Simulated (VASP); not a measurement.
# SnSe in VASP: a series of runs

SnSe is run at these levels: PBEsol; tasks: single point.

Everything below comes from runs of VASP 6.6.1. Logs are shortened: lines on timing, memory, paths and dates and some standing lists are left out, and cuts for length are marked.

**1. The cell of the first run**

The typed cell holds 2 atoms: a = 4.058 Å, b = 5.739 Å, c = 4.126 Å, α = 45.95°, β = 60.56°, γ = 90.00°.

**2. Single point, PBEsol**

INCAR reads:

```
  PREC = Accurate
  ENCUT = 520
  EDIFF = 1E-7
  ISMEAR = 0
  SIGMA = 0.02
  LREAL = F
  LASPH = T
  NELM = 80
  ALGO = Normal
  ISIF = 2
  LWAVE = F
  LCHARG = F
  GGA = PS
  NBANDS = 17
  ISYM = 0
```

KPOINTS reads:

```
regular mesh
0
Gamma
  7 5 12
```

POSCAR reads:

```
SnSe
1.0
    4.0583733918     -0.0000000943     -0.0008296894
   -0.0000001334      5.7394066634     -0.0013048235
    2.0287383030      2.8692047270      2.1626929368
Sn Se
1 1
Direct
    0.0000000000      0.5000000000      0.0000000000
    0.0000000000      0.0000000000      0.0000000000
```

Potentials or basis: VASP PAW PBE potentials, release 64 (Sn_d, Se).

Command:

```sh
$ cat potpaw_PBE.64/Sn_d/POTCAR potpaw_PBE.64/Se/POTCAR > POTCAR
$ mpirun -np 1 vasp_std > vasp.out
```

OUTCAR:

```text
PREC = Accurate
   ENCUT = 520
   EDIFF = 1E-7
   ISMEAR = 0
   LREAL = F
   LASPH = T
   NELM = 80
   ISIF = 2
   GGA = PS
   ISYM = 0

 ion  position               nearest neighbor table
   1  0.000  0.500  0.000-   2 2.87   2 2.87   2 2.97   2 2.97   2 2.97   2 2.97
   2  0.000  0.000  0.000-   1 2.87   1 2.87   1 2.97   1 2.97   1 2.97   1 2.97

IMPORTANT INFORMATION: All symmetrisations will be switched off!
NOSYMM: (Re-)initialisation of all symmetry stuff for point group C_1.

----------------------------------------------------------------------------------------

                                     Primitive cell

  volume of cell :      50.3997

  direct lattice vectors                    reciprocal lattice vectors
     4.058373392 -0.000000094 -0.000829689     0.246356908 -0.000052517 -0.231028179
    -0.000000133  5.739406663 -0.001304824    -0.000047229  0.174181513 -0.231039088
     2.028738303  2.869204727  2.162692937     0.000094483  0.000105069  0.462158467

  length of vectors
     4.058373477  5.739406812  4.126179299     0.337736211  0.289341082  0.462158489

  position of ions in fractional coordinates (direct lattice)
     0.000000000  0.500000000  0.000000000
     0.000000000  0.000000000  0.000000000

  ion indices of the primitive-cell ions
   primitive index   ion index
                 1           1
                 2           2

----------------------------------------------------------------------------------------

 KPOINTS: regular mesh

Automatic generation of k-mesh.
 Grid dimensions read from file:
 generate k-points for:    7    5   12

 Generating k-lattice:

  Cartesian coordinates                     Fractional coordinates (reciprocal lattice)
     0.035193844 -0.000007502 -0.033004026     0.142857143  0.000000000 -0.000000000
    -0.000009446  0.034836303 -0.046207818     0.000000000  0.200000000 -0.000000000
     0.000007874  0.000008756  0.038513206     0.000000000  0.000000000  0.083333333

  Length of vectors
     0.048248030  0.057868216  0.038513207

  Shift w.r.t. Gamma in fractional coordinates (k-lattice)
     0.000000000  0.000000000  0.000000000

 Subroutine IBZKPT returns following result:
 ===========================================

 Found    211 irreducible k-points:

 Following reciprocal coordinates:
            Coordinates               Weight
  0.000000  0.000000  0.000000      1.000000
  0.142857  0.000000  0.000000      2.000000
  0.285714  0.000000  0.000000      2.000000
  0.428571  0.000000  0.000000      2.000000
  0.000000  0.200000 -0.000000      2.000000
  0.142857  0.200000 -0.000000      2.000000
[... 16 lines left out ...]
 -0.428571 -0.000000  0.083333      2.000000
 -0.285714 -0.000000  0.083333      2.000000
 [... further k-points ...]
   k-points           NKPTS =    211   k-points in BZ     NKDIM =    211   number of bands    NBANDS=     17
   number of dos      NEDOS =    301   number of ions     NIONS =      2
   total plane-waves  NPLWV =  46080
   dimension x,y,z NGX =    30 NGY =   48 NGZ =   32
   dimension x,y,z NGXF=    60 NGYF=   96 NGZF=   64
   ions per type =               1   1
   NGX,Y,Z   is equivalent  to a cutoff of  12.29, 13.90, 12.89 a.u.
   NGXF,Y,Z  is equivalent  to a cutoff of  24.58, 27.81, 25.79 a.u.
 SYSTEM =  unknown system
   PREC   = accura    normal or accurate (medium, high low for compatibility)
   ISTART =      0    job   : 0-new  1-cont  2-samecut
   ICHARG =      2    charge: 1-file 2-atom 10-const
   ISPIN  =      1    spin polarized calculation?
   LNONCOLLINEAR =      F non collinear calculations
   LSORBIT =      F    spin-orbit coupling
   LASPH  =      T    aspherical Exc in radial PAW
   ENCUT  =  520.0 eV  38.22 Ry    6.18 a.u.   7.55 10.67  7.67*2*pi/ulx,y,z
   NELM   =     80;   NELMIN=  2; NELMDL= -5     # of ELM steps
   EDIFF  = 0.1E-06   stopping-criterion for ELM
   LREAL  =      F    real-space projection
   EDIFFG = 0.1E-05   stopping-criterion for IOM
   NSW    =      0    number of steps for IOM
   IBRION =     -1    ionic relax: 0-MD 1-quasi-New 2-CG
   NFREE  =      0    steps in history (QN), initial steepest desc. (CG)
   ISIF   =      2    stress and relaxation
   ISYM   =      0    0-nonsym 1-usesym 2-fastsym
   POTIM  = 0.5000    time-step for ionic-motion
   TEBEG  =    0.0;   TEEND  =   0.0 temperature during run
   PSTRESS=    0.0 pullay stress
   NELECT =      20.0000    total number of electrons
   NUPDOWN=      -1.0000    fix difference up-down
   EMIN   =  10.00;   EMAX   =-10.00  energy-range for DOS
   EFERMI =   0.00;   METHOD = LEGACY
   ISMEAR =     0;   SIGMA  =   0.02  broadening in eV -4-tet -1-fermi 0-gaus
   EFERMI_NEDOS =   21; number of points for ismear=-14 and -15
   IALGO  =     38    algorithm
   IMIX   =      4    mixing-type and parameters
     AMIX     =   0.40;   BMIX     =  1.00
     AMIX_MAG =   1.60;   BMIX_MAG =  1.00
  volume/ion in A,a.u.               =      25.20       170.06
  Fermi-wavevector in a.u.,A,eV,Ry     =   1.203027  2.273392 19.691366  1.447275
  Thomas-Fermi vector in A             =   2.338792
   LORBIT       =      0    0 simple, 1 ext, 2 COOP (PROOUT), +10 PAW based schemes
   GGA     = PS    functional components
   LHFCALC =     F    Hartree Fock is set to
   AEXX    =    0.0000 exact exchange contribution
   IVDW    =     0    specifies the selected vdW correction
   LEPSILON=     F    determine dielectric tensor
   LRPA    =     F    only Hartree local field effects (RPA)
 non-spin polarized calculation
 Gauss-broadening in eV      SIGMA  =   0.02
  energy-cutoff  :      520.00
  volume of cell :       50.40
 maximum number of plane-waves:      1375
 NGX is ok and might be reduce to    30
   NGX = 15   NGY = 21   NGZ = 15

 number of electron      20.0000001 magnetization

 Free energy of the ion-electron system (eV)
  ---------------------------------------------------
  ext. energy  EPLUGINS =         0.00000000
  ---------------------------------------------------
  free energy    TOTEN  =        -8.93462319 eV

  energy without entropy =       -8.93462312  energy(sigma->0) =       -8.93462315

 E-fermi :   6.5542     XC(G=0): -10.1360

 val. band max:        6.4995943098   @ k =  -0.1429   0.4000  -0.0000
 cond. band min:       6.6087828504   @ k =  -0.4286   0.4000   0.5000
 fundamental gap:      0.1091885406
 Fermi energy:         6.5541676208

 k-point     1 :       0.0000    0.0000    0.0000
  band No.  band energies     occupation
      1     -15.1490      2.00000
      2     -15.1470      2.00000
      3     -15.1382      2.00000
      4     -15.1367      2.00000
      5     -15.1342      2.00000
      6      -8.0859      2.00000
[... 9 lines left out ...]
     16      12.4509      0.00000
     17      14.3591      0.00000

 k-point     2 :       0.1429    0.0000    0.0000
  band No.  band energies     occupation
      1     -15.1517      2.00000
      2     -15.1447      2.00000
      3     -15.1398      2.00000
      4     -15.1338      2.00000
      5     -15.1319      2.00000
      6      -7.8704      2.00000
[... 9 lines left out ...]
     16      13.6444      0.00000
     17      14.8450      0.00000

 k-point     3 :       0.2857    0.0000    0.0000
  band No.  band energies     occupation
      1     -15.1679      2.00000
      2     -15.1439      2.00000
      3     -15.1362      2.00000
      4     -15.1293      2.00000
      5     -15.1204      2.00000
      6      -7.3043      2.00000
[... 9 lines left out ...]
     16      16.0869      0.00000
     17      16.4157      0.00000

 k-point     4 :       0.4286    0.0000    0.0000
  band No.  band energies     occupation
      1     -15.1849      2.00000
      2     -15.1472      2.00000
      3     -15.1316      2.00000
      4     -15.1228      2.00000
      5     -15.1110      2.00000
      6      -6.7349      2.00000
[... 9 lines left out ...]
     16      18.4482      0.00000
     17      18.7508      0.00000

 k-point     5 :       0.0000    0.2000   -0.0000
  band No.  band energies     occupation
      1     -15.1513      2.00000
      2     -15.1486      2.00000
      3     -15.1364      2.00000
      4     -15.1327      2.00000
      5     -15.1310      2.00000
      6      -7.7837      2.00000
[... 9 lines left out ...]
     16      13.4167      0.00000
     17      16.5888      0.00000

 k-point     6 :       0.1429    0.2000   -0.0000
  band No.  band energies     occupation
      1     -15.1584      2.00000
      2     -15.1474      2.00000
      3     -15.1370      2.00000
      4     -15.1307      2.00000
      5     -15.1229      2.00000
      6      -7.3657      2.00000
[... 9 lines left out ...]
     16      15.3730      0.00000
     17      17.0451      0.00000

 k-point     7 :       0.2857    0.2000    0.0000
  band No.  band energies     occupation
      1     -15.1734      2.00000
      2     -15.1407      2.00000
      3     -15.1388      2.00000
      4     -15.1271      2.00000
      5     -15.1153      2.00000
      6      -6.8278      2.00000
[... 9 lines left out ...]
     16      17.5441      0.00000
     17      17.8650      0.00000

 k-point     8 :       0.4286    0.2000    0.0000
  band No.  band energies     occupation
      1     -15.1793      2.00000
      2     -15.1415      2.00000
      3     -15.1365      2.00000
      4     -15.1247      2.00000
      5     -15.1130      2.00000
      6      -6.6281      2.00000
[... 9 lines left out ...]
     16      17.2960      0.00000
     17      18.6061      0.00000
[... 203 lines left out ...]
      1     -15.1498      2.00000
      2     -15.1481      2.00000
      3     -15.1366      2.00000
      4     -15.1356      2.00000
      5     -15.1329      2.00000
      6      -7.9479      2.00000
[... 9 lines left out ...]
     16      12.9987      0.00000
     17      15.3989      0.00000

 k-point    20 :       0.1429   -0.0000    0.0833
  band No.  band energies     occupation
      1     -15.1492      2.00000
      2     -15.1450      2.00000
      3     -15.1382      2.00000
      4     -15.1354      2.00000
      5     -15.1352      2.00000
      6      -7.9675      2.00000
[... 9 lines left out ...]
     16      13.0551      0.00000
     17      15.3731      0.00000

 k-point    21 :       0.2857    0.0000    0.0833
  band No.  band energies     occupation
      1     -15.1567      2.00000
      2     -15.1405      2.00000
      3     -15.1388      2.00000
      4     -15.1343      2.00000
      5     -15.1276      2.00000
      6      -7.5829      2.00000
[... 9 lines left out ...]
     16      15.0219      0.00000
     17      16.1725      0.00000

 k-point    22 :       0.4286    0.0000    0.0833
  band No.  band energies     occupation
      1     -15.1743      2.00000
      2     -15.1440      2.00000
      3     -15.1354      2.00000
      4     -15.1263      2.00000
      5     -15.1158      2.00000
      6      -6.9749      2.00000
[... 9 lines left out ...]
     16      17.0441      0.00000
     17      17.5638      0.00000

 k-point    23 :      -0.4286   -0.0000    0.0833
  band No.  band energies     occupation
      1     -15.1849      2.00000
      2     -15.1454      2.00000
      3     -15.1332      2.00000
      4     -15.1238      2.00000
      5     -15.1097      2.00000
      6      -6.6249      2.00000
[... 9 lines left out ...]
     16      17.8216      0.00000
     17      18.9524      0.00000

 k-point    24 :      -0.2857   -0.0000    0.0833
  band No.  band energies     occupation
      1     -15.1763      2.00000
      2     -15.1434      2.00000
      3     -15.1369      2.00000
      4     -15.1265      2.00000
      5     -15.1141      2.00000
      6      -6.9220      2.00000
[... 9 lines left out ...]
     16      16.8547      0.00000
     17      18.0647      0.00000

 [... further k-points ...]
[... 5 lines left out ...]
  --------------------------------------------------------------------------------------
  -------------------------------------------------------------------------------------
  Total        0.6848656      1.9713322      0.0014514     -0.0072532     -0.0005830     -0.0004909
  in kB       21.7714755     62.6674920      0.0461400     -0.2305735     -0.0185326     -0.0156040
  external PRESSURE =      28.1617025 kB  Pullay stress =       0.0000000 kB

 VOLUME and BASIS-vectors are now :
 -----------------------------------------------------------------------------
  energy-cutoff  :      520.00
  volume of cell :       50.40
      direct lattice vectors                 reciprocal lattice vectors
     4.058373392 -0.000000094 -0.000829689     0.246356908 -0.000052517 -0.231028179
    -0.000000133  5.739406663 -0.001304824    -0.000047229  0.174181513 -0.231039088
     2.028738303  2.869204727  2.162692937     0.000094483  0.000105069  0.462158467

 POSITION                                       TOTAL-FORCE (eV/Angst)
 -----------------------------------------------------------------------------------
     -0.00000      2.86970     -0.00065        -0.000001      0.000000      0.000000
      0.00000      0.00000      0.00000         0.000001     -0.000000     -0.000000
 -----------------------------------------------------------------------------------
    total drift:                               -0.000002      0.000001      0.000001

  FREE ENERGIE OF THE ION-ELECTRON SYSTEM (eV)
  ---------------------------------------------------
  free  energy   TOTEN  =        -8.9346231851 eV

  energy  without entropy=       -8.9346231221  energy(sigma->0) =       -8.93462315
```

It took 83 s on 1 thread of Intel Xeon 6975P-C (Granite Rapids), shared host; peak memory 0.34 GiB.

What came out:

* Free energy: -8.9346 eV
* Pressure: 2.8 GPa
* Band gap on the k mesh: 0.11 eV, indirect (least direct gap 0.49 eV)

Levels at points of the mesh, in eV from the valence-band top:
```tsv
k point	band 8	band 9	band 10	band 11	band 12	band 13
(0.00, 0.00, 0.00)	-2.80	-2.71	-2.16	4.14	4.24	4.99
(0.00, 0.00, 0.50)	-6.26	-4.56	-3.87	2.48	5.46	5.62
```

Caveat: the PAW data sets were made with another functional, which shifts forces and pressure a little; spin-orbit coupling is left out, which moves the levels of the heavy elements. A k mesh can miss the band edges.

**3. Single point, PBEsol**

This run uses another cell than the first one, of 25.54 Å³/atom, 1.013 times its volume.

INCAR reads:

```
SYSTEM = SnSe
PREC = Accurate
ENCUT = 520
EDIFF = 1E-6
ISMEAR = 0
SIGMA = 0.02
LREAL = .False.
LASPH = .True.
NELM = 60
ALGO = Normal
ISIF = 2
LWAVE = .False.
LCHARG = .False.
GGA = PS
ISYM = 0
NBANDS = 17
```

KPOINTS reads:

```
regular mesh
0
Gamma
  7 5 12
  0 0 0
```

POSCAR reads:

```
SnSe
1.0
    4.0583734766      0.0000000000      0.0000000000
    0.0000000000      5.7394068117      0.0000000000
    2.0291867383      2.8697034059      2.1929591597
Sn Se
1 1
Direct
    0.0000000000      0.5000000000      0.0000000000
    0.0000000000      0.0000000000      0.0000000000
```

Potentials or basis: VASP PAW PBE potentials, release 64 (Sn_d, Se).

Command:

```sh
$ cat potpaw_PBE.64/Sn_d/POTCAR potpaw_PBE.64/Se/POTCAR > POTCAR
$ mpirun -np 1 vasp_std > vasp.out
```

OUTCAR:

```text
SYSTEM = SnSe
   PREC = Accurate
   ENCUT = 520
   EDIFF = 1E-6
   ISMEAR = 0
   LREAL = .False.
   LASPH = .True.
   NELM = 60
   ISIF = 2
   GGA = PS
   ISYM = 0

 ion  position               nearest neighbor table
   1  0.000  0.500  0.000-   2 2.87   2 2.87   2 2.99   2 2.99   2 2.99   2 2.99
   2  0.000  0.000  0.000-   1 2.87   1 2.87   1 2.99   1 2.99   1 2.99   1 2.99

IMPORTANT INFORMATION: All symmetrisations will be switched off!
NOSYMM: (Re-)initialisation of all symmetry stuff for point group C_1.

[... 650 lines left out ...]
     17      17.8478      0.00000

 [... further k-points ...]
[... 5 lines left out ...]
  --------------------------------------------------------------------------------------
  -------------------------------------------------------------------------------------
  Total        0.4177172      1.8994377     -0.4248061     -0.0071140     -0.0030003     -0.0131062
  in kB       13.1021750     59.5780205    -13.3245254     -0.2231372     -0.0941084     -0.4110896
  external PRESSURE =      19.7852234 kB  Pullay stress =       0.0000000 kB

 VOLUME and BASIS-vectors are now :
 -----------------------------------------------------------------------------
  energy-cutoff  :      520.00
  volume of cell :       51.08
      direct lattice vectors                 reciprocal lattice vectors
     4.058373477  0.000000000  0.000000000     0.246404134  0.000000000 -0.228002422
     0.000000000  5.739406812  0.000000000     0.000000000  0.174234034 -0.228002422
     2.029186738  2.869703406  2.192959160     0.000000000  0.000000000  0.456004844

 POSITION                                       TOTAL-FORCE (eV/Angst)
 -----------------------------------------------------------------------------------
      0.00000      2.86970      0.00000         0.000003      0.000002     -0.000002
      0.00000      0.00000      0.00000        -0.000003     -0.000002      0.000002
 -----------------------------------------------------------------------------------
    total drift:                                0.000001     -0.000007      0.000002

  FREE ENERGIE OF THE ION-ELECTRON SYSTEM (eV)
  ---------------------------------------------------
  free  energy   TOTEN  =        -8.9319985621 eV

  energy  without entropy=       -8.9319975077  energy(sigma->0) =       -8.93199803
```

It took 82 s on 1 thread of Intel Xeon 6975P-C (Granite Rapids), shared host; peak memory 0.33 GiB.

Results:

- Free energy: -8.9320 eV
- Pressure: 2.0 GPa
- Band gap on the k mesh: 0.09 eV, indirect (least direct gap 0.49 eV)

Caveat: the PAW data sets were made with another functional, which shifts forces and pressure a little; spin-orbit coupling is left out, which moves the levels of the heavy elements. A k mesh can miss the band edges.
